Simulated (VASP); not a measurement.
Crystal: LiTlSe2.

```
Li Se Tl
1.0
     4.11000    0.00000    0.00000
     0.00000    4.11000    0.00000
     0.00000    0.00000    6.27087
Li Se Tl
1 2 1
Direct
  0.00000 0.00000 0.00000
  0.00000 0.50000 0.23215
  0.50000 0.00000 0.76785
  0.50000 0.50000 0.50000
```

This cell differs from its parent crystal: epitaxial xy strain -3.6%.

Base run:

| Quantity | Value |
| --- | --- |
| Program | VASP 6.6.1 |
| Functional | PBE |
| Potentials or basis | VASP PAW PBE potentials, release 64 (Li_sv, Se, Tl_d) |
| Cutoff | 520 eV |
| k mesh | 6 × 6 × 4 |
| Occupations | fermi-dirac, width 0.02 eV |
| Spin | no spin polarisation |

Its results: band gap on the k mesh 0.50 eV, direct; largest force 0.212 eV/Å.

**Question.** The run is repeated on the same cell with these changes: functional from PBE to r2SCAN; occupations from fermi-dirac, width 0.02 eV to gaussian, width 0.01 eV. What comes out?

**Answer.** Band gap on the k mesh 0.81 eV, direct; largest force 0.008 eV/Å.

Caveats: spin-orbit coupling is left out, which moves the levels of the heavy elements; the PAW data sets were made with another functional, which shifts forces and pressure a little (some runs).

A k mesh can miss the band edges.
